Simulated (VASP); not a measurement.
# WSe2 in VASP: single point with r2SCAN

Aim: the single point of WSe2 with r2SCAN.

All numbers are computed with VASP 6.6.1; they aren't measurements. Logs are shortened: lines on timing, memory, paths and dates and some standing lists are left out, and cuts for length are marked.

### Step 1. The cell of the first run

The cell holds a slab with vacuum, 6 atoms: a = 3.464 Å, b = 3.353 Å, c = 24.082 Å, α = 90.00°, β = 90.00°, γ = 121.10°.

### Step 2. Single point, r2SCAN (strain +0.0450 x Voigt [1, 0, 0, 0, 0, 0])

Input file POSCAR:

```
WSe2
1.0
    3.4638812447      0.0000000000      0.0000000000
   -1.7319406223      2.8706307690      0.0000000000
    0.0000000000      0.0000000000     24.0817853218
W Se
2 4
Direct
    0.6666666667      0.3333333333      0.1423922113
    0.3333333333      0.6666666667      0.8576077887
    0.3333333333      0.6666666667      0.2113531704
    0.6666666667      0.3333333333      0.9266195386
    0.3333333333      0.6666666667      0.0733804614
    0.6666666667      0.3333333333      0.7886468296
```

Input file INCAR.step1:

```
SYSTEM = WSe2
ALGO     = Normal         ! electronic algorithm
EDIFF    = 1E-5           ! SCF threshold, eV
ENCUT    = 550            ! plane-wave cutoff, eV
GGA      = PE             ! functional
GGA_COMPAT= .False.      
ISMEAR   = 0              ! smearing method
LASPH    = .True.         ! aspherical terms in the spheres
LCHARG   = .False.        ! write CHGCAR
LREAL    = .False.        ! projectors in reciprocal space
LWAVE    = .True.         ! write WAVECAR
NBANDS   = 35             ! bands
NELM     = 120            ! most SCF steps
PREC     = Accurate       ! precision mode
SIGMA    = 0.05           ! smearing width, eV
```

Input file INCAR.step2:

```
SYSTEM = WSe2
ALGO     = Normal         ! electronic algorithm
EDIFF    = 1E-6           ! SCF threshold, eV
ENCUT    = 550            ! plane-wave cutoff, eV
GGA_COMPAT= .False.      
ISIF     = 2              ! what is computed and relaxed
ISMEAR   = 0              ! smearing method
ISTART   = 1            
LASPH    = .True.         ! aspherical terms in the spheres
LCHARG   = .False.        ! write CHGCAR
LMIXTAU  = .True.       
LREAL    = .False.        ! projectors in reciprocal space
LWAVE    = .False.        ! write WAVECAR
METAGGA  = R2SCAN         ! meta-GGA
NBANDS   = 35             ! bands
NELM     = 120            ! most SCF steps
PREC     = Accurate       ! precision mode
SIGMA    = 0.05           ! smearing width, eV
```

Input file KPOINTS:

```
k-points
0
Gamma
  12 12 2
  0 0 0
```

Potentials or basis: VASP PAW PBE potentials, release 64 (W_sv, Se).

Started as:

```
$ cat potpaw_PBE.64/W_sv/POTCAR potpaw_PBE.64/Se/POTCAR > POTCAR
$ cp INCAR.step1 INCAR
$ mpirun -np 1 vasp_std > vasp.out
$ cp INCAR.step2 INCAR
$ mpirun -np 1 vasp_std > vasp.out
```

OUTCAR:

```text
SYSTEM = WSe2
   EDIFF = 1E-6
   ENCUT = 550
   ISIF = 2
   ISMEAR = 0
   ISTART = 1
   LASPH = .True.
   LREAL = .False.
   METAGGA = R2SCAN
   NELM = 120
   PREC = Accurate

 ion  position               nearest neighbor table
   1  0.667  0.333  0.142-   3 2.53   5 2.53   3 2.58   3 2.58   5 2.58   5 2.58
   2  0.333  0.667  0.858-   6 2.53   4 2.53   6 2.58   6 2.58   4 2.58   4 2.58
   3  0.333  0.667  0.211-   1 2.53   1 2.58   1 2.58
   4  0.667  0.333  0.927-   2 2.53   2 2.58   2 2.58
   5  0.333  0.667  0.073-   1 2.53   1 2.58   1 2.58
   6  0.667  0.333  0.789-   2 2.53   2 2.58   2 2.58

  Warning from LATTYP: Monoclinic adjustment (A1->A3, A2->A1, A3->A2)!
  LATTYP: Found a base centered orthorhombic cell.
 ALAT       =     3.4638812447
 B/A-ratio  =     1.6574648876
 C/A-ratio  =     6.9522548900

  Lattice vectors:

 A1 = (   1.7319406223,  -2.8706307690,   0.0000000000)
 A2 = (   1.7319406224,   2.8706307690,   0.0000000000)
 A3 = (   0.0000000000,   0.0000000000,  24.0817853218)

Analysis of symmetry for initial positions (statically):
=====================================================================
 Subroutine PRICEL returns:
 Original cell was already a primitive cell.

 Routine SETGRP: Setting up the symmetry group for a
 base centered orthorhombic supercell.

 Subroutine GETGRP returns: Found  4 space group operations
 (whereof  4 operations were pure point group operations)
 out of a pool of  8 trial point group operations.

The static configuration has the point symmetry C_2h.

Analysis of symmetry for dynamics (positions and initial velocities):
=====================================================================
 Subroutine PRICEL returns:
 Original cell was already a primitive cell.

 Routine SETGRP: Setting up the symmetry group for a
 base centered orthorhombic supercell.

 Subroutine GETGRP returns: Found  4 space group operations
 (whereof  4 operations were pure point group operations)
 out of a pool of  8 trial point group operations.

The dynamic configuration has the point symmetry C_2h.

 Subroutine INISYM returns: Found  4 space group operations
 (whereof  4 operations are pure point group operations),
 and found     1 'primitive' translations

----------------------------------------------------------------------------------------

                                     Primitive cell

  volume of cell :     239.4578

  direct lattice vectors                    reciprocal lattice vectors
     3.463881245  0.000000000  0.000000000     0.288693500  0.174177747  0.000000000
    -1.731940622  2.870630769  0.000000000     0.000000000  0.348355494  0.000000000
     0.000000000  0.000000000 24.081785322     0.000000000  0.000000000  0.041525160

  length of vectors
     3.463881245  3.352631702 24.081785322     0.337167354  0.348355494  0.041525160

  position of ions in fractional coordinates (direct lattice)
     0.666666667  0.333333333  0.142392211
     0.333333333  0.666666667  0.857607789
     0.333333333  0.666666667  0.211353170
     0.666666667  0.333333333  0.926619539
     0.333333333  0.666666667  0.073380461
     0.666666667  0.333333333  0.788646830

  ion indices of the primitive-cell ions
   primitive index   ion index
                 1           1
                 2           2
                 3           3
                 4           4
                 5           5
                 6           6

----------------------------------------------------------------------------------------

 KPOINTS: k-points

Automatic generation of k-mesh.
 Grid dimensions read from file:
 generate k-points for:   12   12    2

 Generating k-lattice:

  Cartesian coordinates                     Fractional coordinates (reciprocal lattice)
     0.024057792  0.014514812  0.000000000     0.083333333  0.000000000  0.000000000
     0.000000000  0.029029625  0.000000000     0.000000000  0.083333333  0.000000000
     0.000000000  0.000000000  0.020762580     0.000000000  0.000000000  0.500000000

  Length of vectors
     0.028097279  0.029029625  0.020762580

  Shift w.r.t. Gamma in fractional coordinates (k-lattice)
     0.000000000  0.000000000  0.000000000

 Subroutine IBZKPT returns following result:
 ===========================================

 Found     86 irreducible k-points:

 Following reciprocal coordinates:
            Coordinates               Weight
  0.000000  0.000000  0.000000      1.000000
  0.083333  0.000000  0.000000      4.000000
  0.166667  0.000000  0.000000      4.000000
  0.250000  0.000000  0.000000      4.000000
  0.333333  0.000000  0.000000      4.000000
  0.416667 -0.000000  0.000000      4.000000
[... 16 lines left out ...]
  0.333333  0.166667  0.000000      4.000000
  0.416667  0.166667  0.000000      4.000000
 [... further k-points ...]
   k-points           NKPTS =     86   k-points in BZ     NKDIM =     86   number of bands    NBANDS=     35
   number of dos      NEDOS =    301   number of ions     NIONS =      6
   total plane-waves  NPLWV = 150528
   dimension x,y,z NGX =    28 NGY =   28 NGZ =  192
   dimension x,y,z NGXF=    56 NGYF=   56 NGZF=  384
   ions per type =               2   4
   NGX,Y,Z   is equivalent  to a cutoff of  13.44, 13.88, 13.25 a.u.
   NGXF,Y,Z  is equivalent  to a cutoff of  26.88, 27.77, 26.51 a.u.
 SYSTEM =  WSe2
   PREC   = accura    normal or accurate (medium, high low for compatibility)
   ISTART =      1    job   : 0-new  1-cont  2-samecut
   ICHARG =      0    charge: 1-file 2-atom 10-const
   ISPIN  =      1    spin polarized calculation?
   LNONCOLLINEAR =      F non collinear calculations
   LSORBIT =      F    spin-orbit coupling
   LASPH  =      T    aspherical Exc in radial PAW
   ENCUT  =  550.0 eV  40.42 Ry    6.36 a.u.   6.62  6.41 46.05*2*pi/ulx,y,z
   NELM   =    120;   NELMIN=  2; NELMDL=  0     # of ELM steps
   EDIFF  = 0.1E-05   stopping-criterion for ELM
   LREAL  =      F    real-space projection
   EDIFFG = 0.1E-04   stopping-criterion for IOM
   NSW    =      0    number of steps for IOM
   IBRION =     -1    ionic relax: 0-MD 1-quasi-New 2-CG
   NFREE  =      0    steps in history (QN), initial steepest desc. (CG)
   ISIF   =      2    stress and relaxation
   ISYM   =      2    0-nonsym 1-usesym 2-fastsym
   POTIM  = 0.5000    time-step for ionic-motion
   TEBEG  =    0.0;   TEEND  =   0.0 temperature during run
   PSTRESS=    0.0 pullay stress
   NELECT =      52.0000    total number of electrons
   NUPDOWN=      -1.0000    fix difference up-down
   EMIN   =  10.00;   EMAX   =-10.00  energy-range for DOS
   EFERMI =   0.00;   METHOD = LEGACY
   ISMEAR =     0;   SIGMA  =   0.05  broadening in eV -4-tet -1-fermi 0-gaus
   EFERMI_NEDOS =   21; number of points for ismear=-14 and -15
   IALGO  =     38    algorithm
   IMIX   =      4    mixing-type and parameters
     AMIX     =   0.40;   BMIX     =  1.00
     AMIX_MAG =   1.60;   BMIX_MAG =  1.00
  volume/ion in A,a.u.               =      39.91       269.32
  Fermi-wavevector in a.u.,A,eV,Ry     =   0.984010  1.859510 13.174196  0.968276
  Thomas-Fermi vector in A             =   2.115211
   LORBIT       =      0    0 simple, 1 ext, 2 COOP (PROOUT), +10 PAW based schemes
   METAGGA = R2SCAN    functional components
   LHFCALC =     F    Hartree Fock is set to
   AEXX    =    0.0000 exact exchange contribution
   IVDW    =     0    specifies the selected vdW correction
   LEPSILON=     F    determine dielectric tensor
   LRPA    =     F    only Hartree local field effects (RPA)
 non-spin polarized calculation
 Gauss-broadening in eV      SIGMA  =   0.05
  energy-cutoff  :      550.00
  volume of cell :      239.46
 maximum number of plane-waves:      7088
   NGX = 13   NGY = 13   NGZ = 93

 number of electron      52.0000000 magnetization

 Free energy of the ion-electron system (eV)
  ---------------------------------------------------
  ext. energy  EPLUGINS =         0.00000000
  ---------------------------------------------------
  free energy    TOTEN  =      -163.39335545 eV

  energy without entropy =     -163.39335545  energy(sigma->0) =     -163.39335545

 E-fermi :   0.8748     XC(G=0):  -6.3206

 val. band max:        0.4353069471   @ k =   0.0000   0.0000   0.0000
 cond. band min:       1.6995011569   @ k =   0.3333   0.3333   0.5000
 fundamental gap:      1.2641942098
 Fermi energy:         0.8748050172

 k-point     1 :       0.0000    0.0000    0.0000
  band No.  band energies     occupation
      1     -75.8326      2.00000
      2     -75.8326      2.00000
      3     -39.3564      2.00000
      4     -39.3564      2.00000
      5     -39.3393      2.00000
      6     -39.3393      2.00000
[... 27 lines left out ...]
     34       3.5301      0.00000
     35       4.9806      0.00000

 k-point     2 :       0.0833    0.0000    0.0000
  band No.  band energies     occupation
      1     -75.8321      2.00000
      2     -75.8321      2.00000
      3     -39.3542      2.00000
      4     -39.3542      2.00000
      5     -39.3480      2.00000
      6     -39.3480      2.00000
[... 27 lines left out ...]
     34       3.4548      0.00000
     35       5.4039      0.00000

 k-point     3 :       0.1667    0.0000    0.0000
  band No.  band energies     occupation
      1     -75.8308      2.00000
      2     -75.8308      2.00000
      3     -39.3744      2.00000
      4     -39.3744      2.00000
      5     -39.3481      2.00000
      6     -39.3481      2.00000
[... 27 lines left out ...]
     34       3.8299      0.00000
     35       5.9314      0.00000

 k-point     4 :       0.2500    0.0000    0.0000
  band No.  band energies     occupation
      1     -75.8290      2.00000
      2     -75.8290      2.00000
      3     -39.4140      2.00000
      4     -39.4140      2.00000
      5     -39.3398      2.00000
      6     -39.3398      2.00000
[... 27 lines left out ...]
     34       4.2598      0.00000
     35       6.4896      0.00000

 k-point     5 :       0.3333    0.0000    0.0000
  band No.  band energies     occupation
      1     -75.8272      2.00000
      2     -75.8272      2.00000
      3     -39.4552      2.00000
      4     -39.4552      2.00000
      5     -39.3315      2.00000
      6     -39.3315      2.00000
[... 638 lines left out ...]
 k-point    22 :       0.2500    0.1667    0.0000
  band No.  band energies     occupation
      1     -75.8260      2.00000
      2     -75.8260      2.00000
      3     -39.4525      2.00000
      4     -39.4525      2.00000
      5     -39.3552      2.00000
      6     -39.3552      2.00000
[... 27 lines left out ...]
     34       4.9651      0.00000
     35       6.8306      0.00000

 k-point    23 :       0.3333    0.1667    0.0000
  band No.  band energies     occupation
      1     -75.8250      2.00000
      2     -75.8250      2.00000
      3     -39.4759      2.00000
      4     -39.4759      2.00000
      5     -39.3617      2.00000
      6     -39.3617      2.00000
[... 27 lines left out ...]
     34       4.9767      0.00000
     35       5.8744      0.00000

 k-point    24 :       0.4167    0.1667    0.0000
  band No.  band energies     occupation
      1     -75.8248      2.00000
      2     -75.8248      2.00000
      3     -39.4829      2.00000
      4     -39.4829      2.00000
      5     -39.3624      2.00000
      6     -39.3624      2.00000
[... 27 lines left out ...]
     34       4.8560      0.00000
     35       5.5695      0.00000

 [... further k-points ...]

------------------------ aborting loop because EDIFF is reached ----------------------------------------

  FORCE on cell =-STRESS in cart. coord.  units (eV):
  Direction    XX          YY          ZZ          XY          YZ          ZX
  --------------------------------------------------------------------------------------
  -------------------------------------------------------------------------------------
  Total       -7.0600063     -2.0732805     -2.7222326     -0.0000000     -0.0131728     -0.0000000
  in kB      -47.2374734    -13.8720178    -18.2140614     -0.0000000     -0.0881374     -0.0000000
  external PRESSURE =     -26.4411842 kB  Pullay stress =       0.0000000 kB

 VOLUME and BASIS-vectors are now :
 -----------------------------------------------------------------------------
  energy-cutoff  :      550.00
  volume of cell :      239.46
      direct lattice vectors                 reciprocal lattice vectors
     3.463881245  0.000000000  0.000000000     0.288693500  0.174177747  0.000000000
    -1.731940622  2.870630769  0.000000000     0.000000000  0.348355494  0.000000000
     0.000000000  0.000000000 24.081785322     0.000000000  0.000000000  0.041525160

 POSITION                                       TOTAL-FORCE (eV/Angst)
 -----------------------------------------------------------------------------------
      1.73194      0.95688      3.42906         0.000000      0.252177     -0.000912
     -0.00000      1.91375     20.65273        -0.000000     -0.252177      0.000912
     -0.00000      1.91375      5.08976        -0.000000     -0.126766     -0.402725
      1.73194      0.95688     22.31465         0.000000      0.127699     -0.397965
     -0.00000      1.91375      1.76713        -0.000000     -0.127699      0.397965
      1.73194      0.95688     18.99202         0.000000      0.126766      0.402725
 -----------------------------------------------------------------------------------
    total drift:                               -0.000000      0.000000     -0.000000

  FREE ENERGIE OF THE ION-ELECTRON SYSTEM (eV)
  ---------------------------------------------------
  free  energy   TOTEN  =      -163.3933554468 eV

  energy  without entropy=     -163.3933554468  energy(sigma->0) =     -163.39335545
```

It took 31 min on 1 thread of AMD EPYC 9R45 (Zen 5), shared host; peak memory 0.82 GiB.

Results:

```
Free energy            : -163.3934 eV
Largest force          : 0.422 eV/Å
Band gap on the k mesh : 1.26 eV (least direct gap 1.40 eV)
```

Forces in eV/Å, atoms in the order of the input:
```
W    0.000  0.252 -0.001
W    0.000 -0.252  0.001
Se   0.000 -0.127 -0.403
Se   0.000  0.128 -0.398
Se   0.000 -0.128  0.398
Se   0.000  0.127  0.403
```

Caveat: the cell differs from its parent crystal (strain +0.0450 x Voigt [1, 0, 0, 0, 0, 0]); there is no dipole correction, which matters where the two faces differ; the PAW data sets were made with another functional, which shifts forces and pressure a little; spin-orbit coupling is left out, which moves the levels of the heavy elements.
